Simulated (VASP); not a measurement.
# Ge32H20CO in VASP: single point with PBE+D3(BJ)

Aim: the single point of Ge32H20CO with PBE+D3(BJ).

Everything below comes from runs of VASP 6.6.1. Logs are shortened: lines on timing, memory, paths and dates and some standing lists are left out, and cuts for length are marked.

## Step 1: The cell of the first run

The cell holds a slab with vacuum, 54 atoms: a = 11.316 Å, b = 11.316 Å, c = 20.913 Å, α = 90.00°, β = 90.00°, γ = 90.00°.

## Step 2: Single point, PBE+D3(BJ)

File INCAR:

```
SYSTEM = Ge32H20CO
PREC = Accurate
ENCUT = 520
EDIFF = 1E-6
ISMEAR = 0
SIGMA = 0.03
LREAL = Auto
LASPH = .TRUE.
NELM = 80
ALGO = Normal
ISIF = 2
LWAVE = .FALSE.
LCHARG = .FALSE.
GGA = PE
IVDW = 12
NBANDS = 272
```

File KPOINTS:

```
Automatic mesh
0
G
  1 1 1
  0 0 0
```

File POSCAR:

```
Ge32H20CO
1.0
    8.0016200000      8.0016200000      0.0000000000
   -8.0016200000      8.0016200000      0.0000000000
    0.0000000000      0.0000000000     20.9129000000
Ge H O C
32 20 1 1
Direct
   -0.3110513871      0.3108360557      0.3417141573
   -0.1883655435     -0.3187773851      0.3430676281
    0.0472323729     -0.0476265431      0.3610445228
    0.3184141461      0.1879546892      0.3430611250
   -0.0306010533     -0.4676949168      0.3833236423
    0.2045715118     -0.2046135033      0.3570722855
    0.4674655882      0.0303301082      0.3833298108
    0.5359704035     -0.5364105644      0.3825849595
   -0.1200746224      0.3860717580      0.3036954703
   -0.1204160532     -0.1282538411      0.2999495527
    0.1277503181      0.1202603348      0.3000877927
    0.3865520982      0.3803835973      0.3034034495
    0.1144430128     -0.3775876010      0.3035699975
    0.3773706449     -0.1144371390      0.3034431380
    0.6138873128      0.1197711213      0.3037830239
    0.6191193783     -0.3867586814      0.3035083609
   -0.0011943831      0.2513838448      0.2346504311
    0.0024862465     -0.2532632142      0.2284675966
    0.2530833131     -0.0022977222      0.2284720436
    0.5003917332      0.2489957659      0.2290228041
    0.2489271548     -0.4992642115      0.2358479694
    0.4991756669     -0.2489109705      0.2358277427
    0.7486583967      0.0010959031      0.2346515787
    0.7508965060     -0.5002206428      0.2290239039
   -0.1250000000      0.1250000000      0.1644629870
   -0.1250000000     -0.3750000000      0.1644629870
    0.1250000000     -0.1250000000      0.1644629870
    0.3750000000      0.1250000000      0.1644629870
    0.1250000000     -0.6250000000      0.1644629870
    0.3750000000     -0.3750000000      0.1644629870
    0.6250000000     -0.1250000000      0.1644629870
    0.6250000000     -0.6250000000      0.1644629870
   -0.0489780195      0.0489780195      0.1195430093
   -0.2010219805      0.2010219805      0.1195430093
   -0.0489780195     -0.4510219805      0.1195430093
   -0.2010219805     -0.2989780195      0.1195430093
    0.2010219805     -0.2010219805      0.1195430093
    0.0489780195     -0.0489780195      0.1195430093
    0.4510219805      0.0489780195      0.1195430093
    0.2989780195      0.2010219805      0.1195430093
    0.2010219805     -0.7010219805      0.1195430093
    0.0489780195     -0.5489780195      0.1195430093
    0.4510219805     -0.4510219805      0.1195430093
    0.2989780195     -0.2989780195      0.1195430093
    0.7010219805     -0.2010219805      0.1195430093
    0.5489780195     -0.0489780195      0.1195430093
    0.7010219805     -0.7010219805      0.1195430093
    0.5489780195     -0.5489780195      0.1195430093
    0.0111053762     -0.0113584499      0.4299333426
    0.4101843127     -0.2963752340      0.4288943666
    0.2990414441     -0.4088983231      0.4299100077
    0.3379714358     -0.3339694962      0.5021242391
    0.2361327456     -0.2352644215      0.4412875785
    0.3246719414     -0.3224275209      0.4504297348
```

Potentials or basis: VASP PAW PBE potentials, release 64 (Ge_d, H, O, C).

On the command line:

```console
$ cat potpaw_PBE.64/Ge_d/POTCAR potpaw_PBE.64/H/POTCAR potpaw_PBE.64/O/POTCAR potpaw_PBE.64/C/POTCAR > POTCAR
$ mpirun -np 1 vasp_gam > vasp.out
```

OUTCAR:

```text
SYSTEM = Ge32H20CO
   PREC = Accurate
   ENCUT = 520
   EDIFF = 1E-6
   ISMEAR = 0
   LREAL = Auto
   LASPH = .TRUE.
   NELM = 80
   ISIF = 2
   GGA = PE
   IVDW = 12
 IVDW          = 12

 ion  position               nearest neighbor table
   1  0.689  0.311  0.342-  15 2.45   9 2.46   8 2.59
   2  0.812  0.681  0.343-  16 2.45  10 2.46   5 2.60
   3  0.047  0.952  0.361-  49 1.55  10 2.46  11 2.46   6 2.52
   4  0.318  0.188  0.343-  12 2.45  11 2.46   7 2.60
   5  0.969  0.532  0.383-  13 2.55   9 2.56   2 2.60
   6  0.205  0.795  0.357-  53 1.83  14 2.47  13 2.47   3 2.52
   7  0.467  0.030  0.383-  14 2.55  15 2.56   4 2.60
   8  0.536  0.464  0.383-  12 2.55  16 2.55   1 2.59
   9  0.880  0.386  0.304-   1 2.46  17 2.49  24 2.50   5 2.56
  10  0.880  0.872  0.300-   2 2.46   3 2.46  18 2.48  23 2.49
  11  0.128  0.120  0.300-   4 2.46   3 2.46  19 2.49  17 2.49
  12  0.387  0.380  0.303-   4 2.45  21 2.51  20 2.51   8 2.55
  13  0.114  0.622  0.304-  18 2.46   6 2.47  21 2.49   5 2.55
  14  0.377  0.886  0.303-  19 2.46   6 2.47  22 2.49   7 2.55
[... 16 lines left out ...]
  31  0.625  0.875  0.164-  45 1.54  46 1.54  23 2.48  22 2.49
  32  0.625  0.375  0.164-  47 1.54  48 1.54  20 2.42  24 2.42
  33  0.951  0.049  0.120-  25 1.54
  34  0.799  0.201  0.120-  25 1.54
  35  0.951  0.549  0.120-  26 1.54
  36  0.799  0.701  0.120-  26 1.54
  37  0.201  0.799  0.120-  27 1.54
  38  0.049  0.951  0.120-  27 1.54
[... 12 lines left out ...]
  51  0.299  0.591  0.430-  54 1.11
  52  0.338  0.666  0.502-  54 1.10
  53  0.236  0.765  0.441-  54 1.42   6 1.83
  54  0.325  0.678  0.450-  52 1.10  51 1.11  50 1.11  53 1.42

  LATTYP: Found a simple tetragonal cell.
 ALAT       =    11.3159995250
 C/A-ratio  =     1.8480824388

  Lattice vectors:

 A1 = (   8.0016200000,   8.0016200000,   0.0000000000)
 A2 = (  -8.0016200000,   8.0016200000,   0.0000000000)
 A3 = (   0.0000000000,   0.0000000000,  20.9129000000)

Analysis of symmetry for initial positions (statically):
=====================================================================
 Subroutine PRICEL returns:
 Original cell was already a primitive cell.

 Routine SETGRP: Setting up the symmetry group for a
 simple tetragonal supercell.

 Subroutine GETGRP returns: Found  1 space group operations
 (whereof  1 operations were pure point group operations)
 out of a pool of 16 trial point group operations.

The static configuration has the point symmetry C_1 .

Analysis of symmetry for dynamics (positions and initial velocities):
=====================================================================
 Subroutine PRICEL returns:
 Original cell was already a primitive cell.

 Routine SETGRP: Setting up the symmetry group for a
 simple tetragonal supercell.

 Subroutine GETGRP returns: Found  1 space group operations
 (whereof  1 operations were pure point group operations)
 out of a pool of 16 trial point group operations.

The dynamic configuration has the point symmetry C_1 .

 Subroutine INISYM returns: Found  1 space group operations
 (whereof  1 operations are pure point group operations),
 and found     1 'primitive' translations

----------------------------------------------------------------------------------------

                                     Primitive cell

  volume of cell :    2677.9354

  direct lattice vectors                    reciprocal lattice vectors
     8.001620000  8.001620000  0.000000000     0.062487346  0.062487346  0.000000000
    -8.001620000  8.001620000  0.000000000    -0.062487346  0.062487346  0.000000000
     0.000000000  0.000000000 20.912900000     0.000000000  0.000000000  0.047817376

  length of vectors
    11.315999525 11.315999525 20.912900000     0.088370453  0.088370453  0.047817376

  position of ions in fractional coordinates (direct lattice)
     0.688948613  0.310836056  0.341714157
     0.811634457  0.681222615  0.343067628
     0.047232373  0.952373457  0.361044523
     0.318414146  0.187954689  0.343061125
     0.969398947  0.532305083  0.383323642
     0.204571512  0.795386497  0.357072286
[... 46 lines left out ...]
     0.236132746  0.764735579  0.441287579
     0.324671941  0.677572479  0.450429735

  ion indices of the primitive-cell ions
   primitive index   ion index
                 1           1
                 2           2
                 3           3
                 4           4
                 5           5
                 6           6
[... 46 lines left out ...]
                53          53
                54          54

----------------------------------------------------------------------------------------

 KPOINTS: Automatic mesh

Automatic generation of k-mesh.
 Grid dimensions read from file:
 generate k-points for:    1    1    1

 Generating k-lattice:

  Cartesian coordinates                     Fractional coordinates (reciprocal lattice)
     0.062487346  0.062487346  0.000000000     1.000000000  0.000000000  0.000000000
    -0.062487346  0.062487346  0.000000000     0.000000000  1.000000000  0.000000000
     0.000000000  0.000000000  0.047817376     0.000000000  0.000000000  1.000000000

  Length of vectors
     0.088370453  0.088370453  0.047817376

  Shift w.r.t. Gamma in fractional coordinates (k-lattice)
     0.000000000  0.000000000  0.000000000

 Subroutine IBZKPT returns following result:
 ===========================================

 Found      1 irreducible k-points:

 Following reciprocal coordinates:
            Coordinates               Weight
  0.000000  0.000000  0.000000      1.000000
   k-points           NKPTS =      1   k-points in BZ     NKDIM =      1   number of bands    NBANDS=    272
   number of dos      NEDOS =    301   number of ions     NIONS =     54
   total plane-waves  NPLWV = ******
   dimension x,y,z NGX =    84 NGY =   84 NGZ =  160
   dimension x,y,z NGXF=   168 NGYF=  168 NGZF=  320
   ions per type =              32  20   1   1
   NGX,Y,Z   is equivalent  to a cutoff of  12.34, 12.34, 12.72 a.u.
   NGXF,Y,Z  is equivalent  to a cutoff of  24.68, 24.68, 25.44 a.u.
 SYSTEM =  Ge32H20CO
   PREC   = accura    normal or accurate (medium, high low for compatibility)
   ISTART =      0    job   : 0-new  1-cont  2-samecut
   ICHARG =      2    charge: 1-file 2-atom 10-const
   ISPIN  =      1    spin polarized calculation?
   LNONCOLLINEAR =      F non collinear calculations
   LSORBIT =      F    spin-orbit coupling
   LASPH  =      T    aspherical Exc in radial PAW
   ENCUT  =  520.0 eV  38.22 Ry    6.18 a.u.  21.04 21.04 38.88*2*pi/ulx,y,z
   NELM   =     80;   NELMIN=  2; NELMDL= -5     # of ELM steps
   EDIFF  = 0.1E-05   stopping-criterion for ELM
   LREAL  =      T    real-space projection
   EDIFFG = 0.1E-04   stopping-criterion for IOM
   NSW    =      0    number of steps for IOM
   IBRION =     -1    ionic relax: 0-MD 1-quasi-New 2-CG
   NFREE  =      0    steps in history (QN), initial steepest desc. (CG)
   ISIF   =      2    stress and relaxation
   ISYM   =      2    0-nonsym 1-usesym 2-fastsym
   POTIM  = 0.5000    time-step for ionic-motion
   TEBEG  =    0.0;   TEEND  =   0.0 temperature during run
   PSTRESS=    0.0 pullay stress
   NELECT =     478.0000    total number of electrons
   NUPDOWN=      -1.0000    fix difference up-down
   EMIN   =  10.00;   EMAX   =-10.00  energy-range for DOS
   EFERMI =   0.00;   METHOD = LEGACY
   ISMEAR =     0;   SIGMA  =   0.03  broadening in eV -4-tet -1-fermi 0-gaus
   EFERMI_NEDOS =   21; number of points for ismear=-14 and -15
   IALGO  =     38    algorithm
   IMIX   =      4    mixing-type and parameters
     AMIX     =   0.40;   BMIX     =  1.00
     AMIX_MAG =   1.60;   BMIX_MAG =  1.00
  volume/ion in A,a.u.               =      49.59       334.66
  Fermi-wavevector in a.u.,A,eV,Ry     =   0.921759  1.741872 11.560052  0.849640
  Thomas-Fermi vector in A             =   2.047211
   LORBIT       =      0    0 simple, 1 ext, 2 COOP (PROOUT), +10 PAW based schemes
   GGA     = PE    functional components
   LHFCALC =     F    Hartree Fock is set to
   AEXX    =    0.0000 exact exchange contribution
   IVDW    =    12    specifies the selected vdW correction
   LEPSILON=     F    determine dielectric tensor
   LRPA    =     F    only Hartree local field effects (RPA)
 non-spin polarized calculation
 Gauss-broadening in eV      SIGMA  =   0.03
  energy-cutoff  :      520.00
  volume of cell :     2677.94
 maximum number of plane-waves:     35941
   NGX = 43   NGY = 43   NGZ = 77

 number of electron     477.9999710 magnetization

 Free energy of the ion-electron system (eV)
  ---------------------------------------------------
  ext. energy  EPLUGINS =         0.00000000
  ---------------------------------------------------
  free energy    TOTEN  =      -216.20062452 eV

  energy without entropy =     -216.20062452  energy(sigma->0) =     -216.20062452

 E-fermi :  -1.9911     XC(G=0):  -3.7255

 val. band max:       -2.1709012562   @ k =   0.0000   0.0000   0.0000
 cond. band min:      -1.6895781124   @ k =   0.0000   0.0000   0.0000
 fundamental gap:      0.4813231439
 Fermi energy:        -1.9910692078

 k-point     1 :       0.0000    0.0000    0.0000
  band No.  band energies     occupation
      1     -26.7380      2.00000
      2     -26.7373      2.00000
      3     -26.7141      2.00000
      4     -26.6782      2.00000
      5     -26.6775      2.00000
      6     -26.6566      2.00000
[... 243 lines left out ...]
    250       0.3760      0.00000
    251       0.4034      0.00000
 [bands above 251 left out]

------------------------ aborting loop because EDIFF is reached ----------------------------------------

 Edisp (eV)   -7.18061

 E8    (eV) :    -3.1696

  FORCE on cell =-STRESS in cart. coord.  units (eV):
  Direction    XX          YY          ZZ          XY          YZ          ZX
  --------------------------------------------------------------------------------------
  -------------------------------------------------------------------------------------
  Total      13.39923     6.63607    -0.59572     0.02125    -0.00431     0.00912
  in kB       8.01660     3.97028    -0.35641     0.01272    -0.00258     0.00545
  external pressure =        3.88 kB  Pullay stress =        0.00 kB

 VOLUME and BASIS-vectors are now :
 -----------------------------------------------------------------------------
  energy-cutoff  :      520.00
  volume of cell :     2677.94
      direct lattice vectors                 reciprocal lattice vectors
     8.001620000  8.001620000  0.000000000     0.062487346  0.062487346  0.000000000
    -8.001620000  8.001620000  0.000000000    -0.062487346  0.062487346  0.000000000
     0.000000000  0.000000000 20.912900000     0.000000000  0.000000000  0.047817376

 POSITION                                       TOTAL-FORCE (eV/Angst)
 -----------------------------------------------------------------------------------
      3.02551      7.99990      7.14623        -0.001538      0.000142     -0.000380
      1.04351     11.94527      7.17454        -0.000001      0.000076      0.000304
     -7.24260      7.99847      7.55049        -0.011105     -0.000847      0.026142
      1.04389      4.05177      7.17440        -0.000944      0.000635      0.000735
      3.49746     12.01606      8.01641         0.000874     -0.000540      0.009145
     -4.72748      8.00128      7.46742        -0.016135      0.000843     -0.001943
[... 46 lines left out ...]
     -4.22968      8.00857      9.22860        -0.170719     -0.003843     -0.033745
     -2.82378      8.01958      9.41979         0.154010      0.004407      0.052455
 -----------------------------------------------------------------------------------
    total drift:                               -0.006957      0.000938      0.013638

  FREE ENERGIE OF THE ION-ELECTRON SYSTEM (eV)
  ---------------------------------------------------
  free  energy   TOTEN  =      -223.3812344556 eV

  energy  without entropy=     -223.3812344556  energy(sigma->0) =     -223.38123446
```

Wall time 41 min (1 thread of Intel Xeon Platinum 8488C (Sapphire Rapids), shared host); peak memory 1.9 GiB.

What came out:

```
Free energy                : -223.3812 eV
Largest force              : 0.619 eV/Å
Band gap on the k mesh     : 0.48 eV
Dispersion energy per atom : -0.133 eV
```

Forces in eV/Å, atoms in the order of the input:
```
Ge  -0.002  0.000  0.000
Ge   0.000  0.000  0.000
Ge  -0.011 -0.001  0.026
Ge  -0.001  0.001  0.001
Ge   0.001 -0.001  0.009
Ge  -0.016  0.001 -0.002
Ge   0.001  0.001  0.008
Ge  -0.001  0.000  0.007
Ge   0.002 -0.003 -0.001
Ge  -0.003  0.002  0.002
Ge   0.001 -0.001 -0.001
Ge   0.000 -0.003 -0.001
Ge   0.000  0.002 -0.006
Ge   0.001 -0.003 -0.002
Ge   0.002  0.003 -0.003
Ge  -0.001  0.001 -0.001
Ge  -0.001  0.000 -0.002
Ge   0.002  0.001 -0.005
Ge   0.001  0.000 -0.005
Ge   0.002 -0.002 -0.008
Ge  -0.003 -0.001 -0.003
Ge  -0.003  0.002 -0.002
Ge  -0.001 -0.001 -0.002
Ge   0.001  0.001 -0.008
Ge  -0.118 -0.002  0.483
Ge   0.053  0.041 -0.591
Ge  -0.038  0.001 -0.486
Ge   0.053 -0.034 -0.591
Ge   0.128  0.081  0.494
Ge  -0.137 -0.003  0.604
Ge   0.129 -0.082  0.493
Ge  -0.139  0.002 -0.465
H    0.030  0.000  0.027
H    0.081 -0.001  0.029
H   -0.084 -0.042 -0.037
H    0.108 -0.020  0.000
H   -0.097  0.003 -0.018
H    0.049 -0.002 -0.036
H   -0.084  0.038 -0.036
H    0.108  0.023  0.000
H   -0.081 -0.009  0.029
H    0.012  0.008  0.030
H    0.027  0.000  0.012
H    0.084 -0.001  0.022
H   -0.081  0.008  0.029
H    0.012 -0.009  0.030
H   -0.064  0.002  0.014
H    0.052 -0.001 -0.026
H    0.012 -0.001 -0.028
H    0.013  0.015 -0.005
H    0.013 -0.015 -0.007
H    0.005  0.000  0.010
O   -0.171 -0.004 -0.034
C    0.154  0.004  0.052
```

Caveat: the k points lie up to 0.56 Å⁻¹ apart.
